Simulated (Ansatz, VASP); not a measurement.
**One calculation of P, two programs**

```xyz
2
Lattice="-1.6915 2.5152 1.8589 1.6915 -2.5152 1.8589 1.6915 2.5152 -1.8589" Properties=species:S:1:pos:R:3 pbc="T T T"
P     0.0000    3.7727    0.0482
P     1.6915   -1.2576    1.6607
```

Alike in both runs: task single point; functional PBEsol; k mesh 18 × 18 × 18; occupations gaussian, width 0.15 eV; no spin polarisation.

|  | VASP | Ansatz |
| --- | --- | --- |
| version | VASP 6.6.1 | Ansatz 0.2.0 |
| potentials or method | VASP PAW PBE potentials, release 64 (P), cutoff 520 eV | scalar-relativistic, plane waves, PAW |
| valence electrons in the cell | 10 | 10 |

VASP gave:

| Property | Result |
| --- | --- |
| gap on the k mesh at the Fermi level (eV) | none |
| pressure (GPa) | -5.8 |
| traceless stress, the component that is largest in VASP (GPa) | -3.14 |
| rms of the force components (eV/Å) | 0.388 |

What did Ansatz give for the same quantities?

gap on the k mesh at the Fermi level (eV): none; pressure (GPa): -5.9; traceless stress, the component that is largest in VASP (GPa): -3.10; rms of the force components (eV/Å): 0.371.

VASP's potentials were made for PBE, not for PBEsol. Atom by atom the forces differ by 0.017 eV/Å (rms over components). A gap of «none» marks a metal or a gap that the smearing closes. The functional is the same, so the differences come from potentials, cutoffs and numerics.
